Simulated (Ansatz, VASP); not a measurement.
Co: VASP beside Ansatz

Contents of INCAR:

```
SYSTEM = Co
PREC = Accurate
ENCUT = 520
EDIFF = 1E-6
ISMEAR = -1
SIGMA = 0.1
LREAL = .FALSE.
LASPH = .TRUE.
NELM = 100
ALGO = Normal
ISIF = 2
LWAVE = .FALSE.
LCHARG = .FALSE.
GGA = B5
ALDAX = 1.0
AGGAX = 1.0
AGGAC = 1.0
ALDAC = 0.0
NBANDS = 16
```

KPOINTS

```
regular mesh
0
G
  12 12 12
  0 0 0
```

File POSCAR:

```
Co
1.0
    0.0000000000      2.4676389721      2.4676389721
    2.4676389721      0.0000000000      2.4676389721
    2.4676389721      2.4676389721      0.0000000000
Co
2
Direct
    0.1250000000      0.1250000000      0.1250000000
    0.8750000000      0.8750000000      0.8750000000
```

Input for Ansatz:

```yaml
crystal:
  lattice:
    - [0.0, 2.4676389721, 2.4676389721]
    - [2.4676389721, 0.0, 2.4676389721]
    - [2.4676389721, 2.4676389721, 0.0]
  atoms:
    - { symbol: Co, position: [0.125, 0.125, 0.125] }
    - { symbol: Co, position: [0.875, 0.875, 0.875] }
hamiltonian:
  xc: blyp
  pseudopotentials:
    kind: paw
    azcp:
      Co: "pseudopotentials/Co.paw.azcp"
basis:
  ecutwfc: 420
  fft_grid_basis: typed
kpoints:
  mp_grid: { grid: [12, 12, 12], shift: [0, 0, 0] }
magnetization:
  spin_polarized: false
scf:
  occupations: { method: fermi_dirac, width: 0.1 }
  lower_state_search: "off"
output:
  stress: true
```

Alike in both runs: task single point; functional BLYP; k mesh 12 × 12 × 12; occupations fermi-dirac, width 0.1 eV; no spin polarisation.

|  | VASP | Ansatz |
| --- | --- | --- |
| version | VASP 6.6.1 | Ansatz 0.2.0 |
| potentials or method | VASP PAW PBE potentials, release 64 (Co), cutoff 520 eV | plane waves (420 eV) with PAW, scalar-relativistic |
| valence electrons in the cell | 18 | 34 |

|  | VASP | Ansatz | Ansatz less VASP |
| --- | --- | --- | --- |
| pressure (GPa) | 4.5 | 5.1 | +0.61 |

VASP's potentials were made for PBE, not for BLYP. The functional is the same, so the differences come from potentials, cutoffs and numerics. VASP's potentials hold 18 valence electrons a cell and Ansatz's 34, so a difference there can come from the potentials and not from the codes.
